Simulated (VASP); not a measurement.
Input of a VASP 6.6.1 run:

File INCAR:

```
SYSTEM = Al
PREC = Accurate
ENCUT = 600
EDIFF = 1E-6
ISMEAR = 1
SIGMA = 0.15
LREAL = .False.
LASPH = .True.
NELM = 100
ALGO = Normal
ISIF = 3
LWAVE = .False.
LCHARG = .False.
GGA = PE
IBRION = 2
NSW = 80
EDIFFG = -0.005
```

Contents of KPOINTS:

```
Automatic mesh
0
Gamma
  13 13 13
  0 0 0
```

Contents of POSCAR:

```
Al
1.0
    0.0000000000      2.0248050000      2.0248050000
    2.0248050000      0.0000000000      2.0248050000
    2.0248050000      2.0248050000      0.0000000000
Al
1
Direct
    0.0000000000      0.0000000000      0.0000000000
```

Potentials or basis: VASP PAW PBE potentials, release 64 (Al).

Launch:

```bash
$ cat potpaw_PBE.64/Al/POTCAR > POTCAR
$ mpirun -np 1 vasp_std > vasp.out
```

(1) Estimate the relaxed cell.

(2) What does it give for the space group after relaxing (to 0.05 Å)?

(3) Predict the relaxed volume.

## Answers

(1) a = 2.856 Å, b = 2.856 Å, c = 2.856 Å, α = 60.00°, β = 60.00°, γ = 60.00°.

(2) Fm-3m (No. 225).

(3) 16.47 Å³/atom.
